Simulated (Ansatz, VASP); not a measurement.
# GaN: VASP beside Ansatz

The input INCAR:

```
PREC     = Accurate       # precision mode
ENCUT    = 520            # plane-wave cutoff, eV
EDIFF    = 1E-6           # SCF threshold, eV
ISMEAR   = -1             # smearing method
SIGMA    = 0.02           # smearing width, eV
LREAL    = F              # projectors in reciprocal space
LASPH    = T              # aspherical terms in the spheres
NELM     = 60             # most SCF steps
ALGO     = Normal         # electronic algorithm
ISIF     = 2              # what is computed and relaxed
LWAVE    = F              # write WAVECAR
LCHARG   = F              # write CHGCAR
GGA      = PE             # functional
NBANDS   = 26             # bands
```

The input KPOINTS:

```
Automatic mesh
0
Gamma
  12 12 6
```

Contents of POSCAR:

```
GaN
1.0
    3.0876548948      0.0000000000      0.0000000000
   -1.5438274474      2.6739875771      0.0000000000
    0.0000000000      0.0000000000      5.0281164724
Ga N
2 2
Direct
    0.3333333333      0.6666666667     -0.0007689437
    0.6666666667      0.3333333333      0.4992310563
    0.3333333333      0.6666666667      0.3757689437
    0.6666666667      0.3333333333      0.8757689437
```

Input for Ansatz:

```yaml
crystal:
  lattice:
    - [3.0876548948, 0.0, 0.0]
    - [-1.5438274474, 2.6739875771, 0.0]
    - [0.0, 0.0, 5.0281164724]
  atoms:
    - { symbol: Ga, position: [0.3333333333, 0.6666666667, -0.0007689437] }
    - { symbol: Ga, position: [0.6666666667, 0.3333333333, 0.4992310563] }
    - { symbol: "N", position: [0.3333333333, 0.6666666667, 0.3757689437] }
    - { symbol: "N", position: [0.6666666667, 0.3333333333, 0.8757689437] }
kpoints:
  mp_grid: { grid: [12, 12, 6] }
  band_path:
    path:
      - [0.0, 0.0, 0.0]
      - [0.5, 0.0, 0.0]
      - [0.3333333333, 0.3333333333, 0.0]
      - [0.0, 0.0, 0.5]
      - [0.5, 0.0, 0.5]
      - [0.3333333333, 0.3333333333, 0.5]
    npoints: 1
hamiltonian:
  xc: pbe
scf:
  occupations: { method: fermi_dirac, width: 0.02 }
  n_extra_bands: 5
output:
  forces: true
  stress: true
  eigenvalues: true
```

Change from the starting cell: hydrostatic strain -3.0%.

Alike in both runs: task single point; functional PBE; k mesh 12 × 12 × 6; occupations fermi-dirac, width 0.02 eV; no spin polarisation.

```csv
,VASP,Ansatz
version,VASP 6.6.1,Ansatz 0.2.0
potentials or method,"VASP PAW PBE potentials, release 64 (Ga_d, N)","plane waves, PAW"
plane-wave cutoff (eV),520,420
valence electrons in the cell,36,36
```

VASP gave:

- gap on the k mesh at the Fermi level (eV): 2.56
- pressure (GPa): 28.2
- traceless stress, the component that is largest in VASP (GPa): 0.18
- rms of the force components (eV/Å): 0.004

Q: Which values does Ansatz return?

A: gap on the k mesh at the Fermi level (eV): 2.54; pressure (GPa): 28.3; traceless stress, the component that is largest in VASP (GPa): 0.13; rms of the force components (eV/Å): 0.004.

Atom by atom the forces differ by 0.000 eV/Å (rms over components). Both programs put the cell under a high pressure, so it lies far from rest at this level. With one functional, cell and mesh, what is left measures potentials, basis and numerics.
